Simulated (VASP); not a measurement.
# Si in VASP: single point with PBE+D3(BJ)

Aim: the single point of Si with PBE+D3(BJ).

Program: VASP 6.6.1. These are calculated values, not measurements. Logs are shortened: lines on timing, memory, paths and dates and some standing lists are left out, and cuts for length are marked.

## Step 1: The cell of the first run

The cell holds a slab with vacuum, 4 atoms: a = 3.847 Å, b = 3.847 Å, c = 18.445 Å, α = 90.00°, β = 90.00°, γ = 120.00°.

## Step 2: Single point, PBE+D3(BJ)

Input file INCAR:

```
SYSTEM = Si
PREC = Accurate
ENCUT = 400
EDIFF = 1E-6
ISMEAR = -5
SIGMA = 0.1
LREAL = .False.
LASPH = .True.
NELM = 120
ALGO = Normal
ISIF = 2
LWAVE = .False.
LCHARG = .True.
LDIPOL = .True.
IDIPOL = 3
DIPOL = 0.5 0.5 0.374
GGA = PE
IVDW = 12
LELF = .True.
LVHAR = .True.
LVACPOTAV = .True.
NBANDS = 16
GGA_COMPAT = .False.
NELMDL = -8
```

Input file KPOINTS:

```
regular mesh
0
Gamma
  9 9 1
  0 0 0
```

Input file POSCAR:

```
Si
1.0
    3.8472023567      0.0000000000      0.0000000000
   -1.9236011784      3.3317749744      0.0000000000
    0.0000000000      0.0000000000     18.4446971473
Si
4
Direct
    0.3333333333      0.6666666667      0.2695814702
    0.6666666667      0.3333333333      0.2439725610
    0.6666666667      0.3333333333      0.5039224593
    0.3333333333      0.6666666667      0.4783135501
```

Potentials or basis: VASP PAW PBE potentials, release 64 (Si).

On the command line:

```sh
$ cat potpaw_PBE.64/Si/POTCAR > POTCAR
$ mpirun -np 1 vasp_std > vasp.out
```

OUTCAR:

```text
SYSTEM = Si
   PREC = Accurate
   ENCUT = 400
   EDIFF = 1E-6
   ISMEAR = -5
   LREAL = .False.
   LASPH = .True.
   NELM = 120
   ISIF = 2
   GGA = PE
   IVDW = 12
   NELMDL = -8
 IVDW          = 12

 ion  position               nearest neighbor table
   1  0.333  0.667  0.270-   2 2.27   2 2.27   2 2.27
   2  0.667  0.333  0.244-   1 2.27   1 2.27   1 2.27
   3  0.667  0.333  0.504-   4 2.27   4 2.27   4 2.27
   4  0.333  0.667  0.478-   3 2.27   3 2.27   3 2.27

  LATTYP: Found a hexagonal cell.
 ALAT       =     3.8472023567
 C/A-ratio  =     4.7943142671

  Lattice vectors:

 A1 = (   3.8472023567,   0.0000000000,   0.0000000000)
 A2 = (  -1.9236011784,   3.3317749744,   0.0000000000)
 A3 = (   0.0000000000,   0.0000000000,  18.4446971473)

Analysis of symmetry for initial positions (statically):
=====================================================================
 Subroutine PRICEL returns:
 Original cell was already a primitive cell.

 Routine SETGRP: Setting up the symmetry group for a
 hexagonal supercell.

 Subroutine GETGRP returns: Found 12 space group operations
 (whereof  6 operations were pure point group operations)
 out of a pool of 24 trial point group operations.

The static configuration has the point symmetry C_3v.
 The point group associated with its full space group is D_3h.

Analysis of symmetry for dynamics (positions and initial velocities):
=====================================================================
 Subroutine PRICEL returns:
 Original cell was already a primitive cell.

 Routine SETGRP: Setting up the symmetry group for a
 hexagonal supercell.

 Subroutine GETGRP returns: Found 12 space group operations
 (whereof  6 operations were pure point group operations)
 out of a pool of 24 trial point group operations.

The dynamic configuration has the point symmetry C_3v.
 The point group associated with its full space group is D_3h.

 Subroutine INISYM returns: Found 12 space group operations
 (whereof  6 operations are pure point group operations),
 and found     1 'primitive' translations

----------------------------------------------------------------------------------------

                                     Primitive cell

  volume of cell :     236.4244

  direct lattice vectors                    reciprocal lattice vectors
     3.847202357  0.000000000  0.000000000     0.259929140  0.150070159  0.000000000
    -1.923601178  3.331774974  0.000000000     0.000000000  0.300140318  0.000000000
     0.000000000  0.000000000 18.444697147     0.000000000  0.000000000  0.054216125

  length of vectors
     3.847202357  3.847202357 18.444697147     0.300140318  0.300140318  0.054216125

  position of ions in fractional coordinates (direct lattice)
     0.333333333  0.666666667  0.269581470
     0.666666667  0.333333333  0.243972561
     0.666666667  0.333333333  0.503922459
     0.333333333  0.666666667  0.478313550

  ion indices of the primitive-cell ions
   primitive index   ion index
                 1           1
                 2           2
                 3           3
                 4           4

----------------------------------------------------------------------------------------

 KPOINTS: regular mesh

Automatic generation of k-mesh.
 Grid dimensions read from file:
 generate k-points for:    9    9    1

 Generating k-lattice:

  Cartesian coordinates                     Fractional coordinates (reciprocal lattice)
     0.028881016  0.016674462  0.000000000     0.111111111 -0.000000000  0.000000000
     0.000000000  0.033348924  0.000000000     0.000000000  0.111111111  0.000000000
     0.000000000  0.000000000  0.054216125     0.000000000  0.000000000  1.000000000

  Length of vectors
     0.033348924  0.033348924  0.054216125

  Shift w.r.t. Gamma in fractional coordinates (k-lattice)
     0.000000000  0.000000000  0.000000000

 TETIRR: Found     43 inequivalent tetrahedra from      486

 Subroutine IBZKPT returns following result:
 ===========================================

 Found     12 irreducible k-points:

 Following reciprocal coordinates:
            Coordinates               Weight
  0.000000  0.000000  0.000000      1.000000
  0.111111  0.000000  0.000000      6.000000
  0.222222  0.000000  0.000000      6.000000
  0.333333 -0.000000  0.000000      6.000000
  0.444444  0.000000  0.000000      6.000000
  0.111111  0.111111  0.000000      6.000000
  0.222222  0.111111  0.000000     12.000000
  0.333333  0.111111  0.000000     12.000000
  0.444444  0.111111  0.000000      6.000000
  0.222222  0.222222  0.000000      6.000000
  0.333333  0.222222  0.000000     12.000000
  0.333333  0.333333  0.000000      2.000000
   k-points           NKPTS =     12   k-points in BZ     NKDIM =     12   number of bands    NBANDS=     16
   number of dos      NEDOS =    301   number of ions     NIONS =      4
   total plane-waves  NPLWV =  94080
   dimension x,y,z NGX =    28 NGY =   28 NGZ =  120
   dimension x,y,z NGXF=    56 NGYF=   56 NGZF=  240
   ions per type =               4
   NGX,Y,Z   is equivalent  to a cutoff of  12.10, 12.10, 10.82 a.u.
   NGXF,Y,Z  is equivalent  to a cutoff of  24.20, 24.20, 21.63 a.u.
 SYSTEM =  Si
   PREC   = accura    normal or accurate (medium, high low for compatibility)
   ISTART =      0    job   : 0-new  1-cont  2-samecut
   ICHARG =      2    charge: 1-file 2-atom 10-const
   ISPIN  =      1    spin polarized calculation?
   LNONCOLLINEAR =      F non collinear calculations
   LSORBIT =      F    spin-orbit coupling
   LASPH  =      T    aspherical Exc in radial PAW
   ENCUT  =  400.0 eV  29.40 Ry    5.42 a.u.   6.27  6.27 30.08*2*pi/ulx,y,z
   NELM   =    120;   NELMIN=  2; NELMDL= -8     # of ELM steps
   EDIFF  = 0.1E-05   stopping-criterion for ELM
   LREAL  =      F    real-space projection
   EDIFFG = 0.1E-04   stopping-criterion for IOM
   NSW    =      0    number of steps for IOM
   IBRION =     -1    ionic relax: 0-MD 1-quasi-New 2-CG
   NFREE  =      0    steps in history (QN), initial steepest desc. (CG)
   ISIF   =      2    stress and relaxation
   ISYM   =      2    0-nonsym 1-usesym 2-fastsym
   POTIM  = 0.5000    time-step for ionic-motion
   TEBEG  =    0.0;   TEEND  =   0.0 temperature during run
   PSTRESS=    0.0 pullay stress
   NELECT =      16.0000    total number of electrons
   NUPDOWN=      -1.0000    fix difference up-down
   EMIN   =  10.00;   EMAX   =-10.00  energy-range for DOS
   EFERMI =   0.00;   METHOD = LEGACY
   ISMEAR =    -5;   SIGMA  =   0.10  broadening in eV -4-tet -1-fermi 0-gaus
   EFERMI_NEDOS =   21; number of points for ismear=-14 and -15
   IALGO  =     38    algorithm
   IMIX   =      4    mixing-type and parameters
     AMIX     =   0.40;   BMIX     =  1.00
     AMIX_MAG =   1.60;   BMIX_MAG =  1.00
  volume/ion in A,a.u.               =      59.11       398.87
  Fermi-wavevector in a.u.,A,eV,Ry     =   0.667141  1.260713  6.055636  0.445077
  Thomas-Fermi vector in A             =   1.741657
   LORBIT       =      0    0 simple, 1 ext, 2 COOP (PROOUT), +10 PAW based schemes
   GGA     = PE    functional components
   LHFCALC =     F    Hartree Fock is set to
   AEXX    =    0.0000 exact exchange contribution
   IVDW    =    12    specifies the selected vdW correction
   LEPSILON=     F    determine dielectric tensor
   LRPA    =     F    only Hartree local field effects (RPA)
 non-spin polarized calculation
 Fermi weights with tetrahedron method with Bloechl corrections
  energy-cutoff  :      400.00
  volume of cell :      236.42
 maximum number of plane-waves:      4311
 NGX is ok and might be reduce to    28
   NGX = 13   NGY = 13   NGZ = 61

 dipolmoment           0.000000      0.000000      0.000021 electrons x Angstroem

 number of electron      15.9999999 magnetization

 dipolmoment           0.000000      0.000000     -0.000007 electrons x Angstroem

 Free energy of the ion-electron system (eV)
  ---------------------------------------------------
  ext. energy  EPLUGINS =         0.00000000
  ---------------------------------------------------
  free energy    TOTEN  =       -19.15672097 eV

  energy without entropy =      -19.15672097  energy(sigma->0) =      -19.15672097

 E-fermi :  -1.2226     XC(G=0):  -4.2077

 val. band max:       -1.2661070442   @ k =   0.3333   0.3333   0.0000
 cond. band min:      -0.8647640623   @ k =   0.4444   0.1111   0.0000
 fundamental gap:      0.4013429819
 Fermi energy:        -1.2225939423

 k-point     1 :       0.0000    0.0000    0.0000
  band No.  band energies     occupation
      1     -12.1845      2.00000
      2     -12.0583      2.00000
      3      -4.7281      2.00000
      4      -3.7172      2.00000
      5      -2.2311      2.00000
      6      -2.2311      2.00000
[... 8 lines left out ...]
     15       2.0822      0.00000
     16       2.6424      0.00000

 k-point     2 :       0.1111    0.0000    0.0000
  band No.  band energies     occupation
      1     -12.0388      2.00000
      2     -11.9129      2.00000
      3      -4.6224      2.00000
      4      -3.6744      2.00000
      5      -3.2140      2.00000
      6      -3.0742      2.00000
[... 8 lines left out ...]
     15       2.6074      0.00000
     16       2.7490      0.00000

 k-point     3 :       0.2222    0.0000    0.0000
  band No.  band energies     occupation
      1     -11.6079      2.00000
      2     -11.4828      2.00000
      3      -5.1285      2.00000
      4      -4.9559      2.00000
      5      -4.0110      2.00000
      6      -3.0914      2.00000
[... 8 lines left out ...]
     15       3.9074      0.00000
     16       3.9086      0.00000

 k-point     4 :       0.3333   -0.0000    0.0000
  band No.  band energies     occupation
      1     -10.9194      2.00000
      2     -10.7959      2.00000
      3      -6.7121      2.00000
      4      -6.5866      2.00000
      5      -3.4253      2.00000
      6      -3.3844      2.00000
[... 8 lines left out ...]
     15       5.0149      0.00000
     16       5.0901      0.00000

 k-point     5 :       0.4444    0.0000    0.0000
  band No.  band energies     occupation
      1     -10.1186      2.00000
      2      -9.9974      2.00000
      3      -8.0064      2.00000
      4      -7.8823      2.00000
      5      -3.6126      2.00000
      6      -3.5390      2.00000
[... 8 lines left out ...]
     15       5.2571      0.00000
     16       5.3984      0.00000

 k-point     6 :       0.1111    0.1111    0.0000
  band No.  band energies     occupation
      1     -11.7503      2.00000
      2     -11.6249      2.00000
      3      -4.7223      2.00000
      4      -4.4360      2.00000
      5      -4.0039      2.00000
      6      -3.1990      2.00000
[... 8 lines left out ...]
     15       3.5867      0.00000
     16       4.0550      0.00000

 k-point     7 :       0.2222    0.1111    0.0000
  band No.  band energies     occupation
      1     -11.1867      2.00000
      2     -11.0625      2.00000
      3      -6.0294      2.00000
      4      -5.8974      2.00000
      5      -3.7292      2.00000
      6      -3.6209      2.00000
[... 8 lines left out ...]
     15       3.6586      0.00000
     16       4.1587      0.00000

 k-point     8 :       0.3333    0.1111    0.0000
  band No.  band energies     occupation
      1     -10.4037      2.00000
      2     -10.2813      2.00000
      3      -7.4490      2.00000
      4      -7.3261      2.00000
      5      -4.1321      2.00000
      6      -4.0380      2.00000
[... 8 lines left out ...]
     15       4.7150      0.00000
     16       5.2859      0.00000

 k-point     9 :       0.4444    0.1111    0.0000
  band No.  band energies     occupation
      1      -9.8102      2.00000
      2      -9.6900      2.00000
      3      -8.2701      2.00000
      4      -8.1463      2.00000
      5      -4.2768      2.00000
      6      -4.1819      2.00000
[... 8 lines left out ...]
     15       4.8184      0.00000
     16       5.3247      0.00000

 k-point    10 :       0.2222    0.2222    0.0000
  band No.  band energies     occupation
      1     -10.5112      2.00000
      2     -10.3883      2.00000
      3      -7.0844      2.00000
      4      -6.9620      2.00000
      5      -4.6234      2.00000
      6      -4.5225      2.00000
[... 8 lines left out ...]
     15       3.6729      0.00000
     16       3.7848      0.00000

 k-point    11 :       0.3333    0.2222    0.0000
  band No.  band energies     occupation
      1      -9.6900      2.00000
      2      -9.5691      2.00000
      3      -8.1400      2.00000
      4      -8.0193      2.00000
      5      -5.1223      2.00000
      6      -5.0146      2.00000
[... 8 lines left out ...]
     15       4.6086      0.00000
     16       5.0635      0.00000

 k-point    12 :       0.3333    0.3333    0.0000
  band No.  band energies     occupation
      1      -8.9150      2.00000
      2      -8.8594      2.00000
      3      -8.7826      2.00000
      4      -8.7522      2.00000
      5      -5.5368      2.00000
      6      -5.4241      2.00000
[... 8 lines left out ...]
     15       4.9404      0.00000
     16       5.0350      0.00000

------------------------ aborting loop because EDIFF is reached ----------------------------------------

 Edisp (eV)   -0.98388

 E8    (eV) :    -0.4178

  FORCE on cell =-STRESS in cart. coord.  units (eV):
  Direction    XX          YY          ZZ          XY          YZ          ZX
  --------------------------------------------------------------------------------------
  -------------------------------------------------------------------------------------
  Total      -0.19646    -0.19646    -0.52445     0.00000     0.00000     0.00000
  in kB      -1.33132    -1.33132    -3.55405     0.00000     0.00000     0.00000
  external pressure =       -2.07 kB  Pullay stress =        0.00 kB

 VOLUME and BASIS-vectors are now :
 -----------------------------------------------------------------------------
  energy-cutoff  :      400.00
  volume of cell :      236.42
      direct lattice vectors                 reciprocal lattice vectors
     3.847202357  0.000000000  0.000000000     0.259929140  0.150070159  0.000000000
    -1.923601178  3.331774974  0.000000000     0.000000000  0.300140318  0.000000000
     0.000000000  0.000000000 18.444697147     0.000000000  0.000000000  0.054216125

 POSITION                                       TOTAL-FORCE (eV/Angst)
 -----------------------------------------------------------------------------------
     -0.00000      2.22118      4.97235         0.000000      0.000000      0.167636
      1.92360      1.11059      4.50000        -0.000000     -0.000000     -0.030122
      1.92360      1.11059      9.29470        -0.000000     -0.000000      0.030122
     -0.00000      2.22118      8.82235         0.000000      0.000000     -0.167636
 -----------------------------------------------------------------------------------
    total drift:                               -0.000000     -0.000000     -0.000064

  FREE ENERGIE OF THE ION-ELECTRON SYSTEM (eV)
  ---------------------------------------------------
  free  energy   TOTEN  =       -20.1406043607 eV

  energy  without entropy=      -20.1406043607  energy(sigma->0) =      -20.14060436

 vacuum level on the upper side and lower side of the slab         3.627         3.627
```

Run time: 66 s. Hardware: 1 thread of Intel Xeon 6975P-C, shared host; peak memory 0.28 GiB.

Results:

* Free energy: -20.1406 eV
* Largest force: 0.168 eV/Å
* Band gap on the k mesh: 0.40 eV, indirect (least direct gap 0.51 eV)
* Dispersion energy per atom: -0.246 eV

Forces in eV/Å, atoms in the order of the input:
```
Si   0.000  0.000  0.168
Si   0.000  0.000 -0.030
Si   0.000  0.000  0.030
Si   0.000  0.000 -0.168
```

Levels at points of the mesh, in eV from the valence-band top:
```csv
k point,band 4,band 5,band 6,band 7,band 8,band 9,band 10,band 11,band 12,band 13
"(0.00, 0.00, 0.00)",-2.45,-0.97,-0.97,-0.91,-0.91,2.19,2.40,2.44,3.24,3.24
```
